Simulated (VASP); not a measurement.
**Cu: single point with PBEsol**

The system is Cu.

```
Cu
1.0
     0.00244    1.77396    1.77977
     1.78991   -0.00781    1.78987
     1.77975    1.77400    0.00242
Cu
1
Direct
  0.00000 0.00000 0.00000
```

```
Program                : VASP 6.6.1
Task                   : single point
Functional             : PBEsol
Potentials or basis    : VASP PAW PBE potentials, release 64 (Cu)
Cutoff                 : 520 eV
k mesh                 : 13 × 12 × 13
Occupations            : fermi-dirac, width 0.05 eV
Spin                   : no spin polarisation
Dipole correction      : no
Further INCAR settings : ALGO = Normal; EDIFF = 1e-07; NBANDS = 12
```

The pressure is 0.7 GPa.

Levels at points of the mesh, in eV from the Fermi level:
```
           k point  band 3  band 4  band 5  band 6  band 7  band 8  band 9  band 10
(0.00, 0.00, 0.00)   -3.17   -3.16   -2.30   -2.28   22.90   25.61   25.96    26.04
(0.00, 0.50, 0.00)   -3.21   -1.69   -1.68   -1.26    3.83   21.50   22.82    22.89
```

It took 60 s on 1 thread of Intel(R) Xeon(R) Platinum 8259CL CPU @ 2.50GHz (Skylake/Cascade Lake) (shared host), peak memory 0.18 GiB.

Caveat: the PAW data sets were made with another functional, which shifts forces and pressure a little.
